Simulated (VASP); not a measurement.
Set up this calculation in VASP 6.6.1, as the native input.

- Task: single point
- Functional: PBEsol
- Potentials or basis: VASP PAW PBE potentials, release 64 (In_d)
- Cutoff: 520 eV
- k mesh: 19 × 19 × 19
- Occupations: fermi-dirac, width 0.05 eV
- Spin: no spin polarisation
- Dipole correction: no
- Further INCAR settings: ALGO = Normal; EDIFF = 1e-07; NBANDS = 12

The structure of In lies in POSCAR:

```
In
1.0
   -1.4040524355      1.4040524355      1.4040524355
    1.4040524355     -1.4040524355      1.4040524355
    1.4040524355      1.4040524355     -1.4040524355
In
1
Direct
    0.0000000000      0.0000000000      0.0000000000
```

These files were run (other wordings do the same):

INCAR

```
PREC = Accurate
ENCUT = 520
EDIFF = 1E-7
ISMEAR = -1
SIGMA = 0.05
LREAL = F
LASPH = T
NELM = 100
ALGO = Normal
ISIF = 2
LWAVE = F
LCHARG = F
GGA = PS
NBANDS = 12
```

KPOINTS

```
regular mesh
0
Gamma
  19 19 19
```

Potentials or basis: VASP PAW PBE potentials, release 64 (In_d).

Launch:

```bash
$ cat potpaw_PBE.64/In_d/POTCAR > POTCAR
$ mpirun -np 1 vasp_std > vasp.out
```

Results of the run:

The pressure is 322.4 GPa.

Caveat: the PAW data sets were made with another functional, which shifts forces and pressure a little.

It took 34 s on 1 thread of Intel(R) Xeon(R) Platinum 8259CL CPU @ 2.50GHz (Skylake/Cascade Lake) (shared host), peak memory 0.14 GiB.
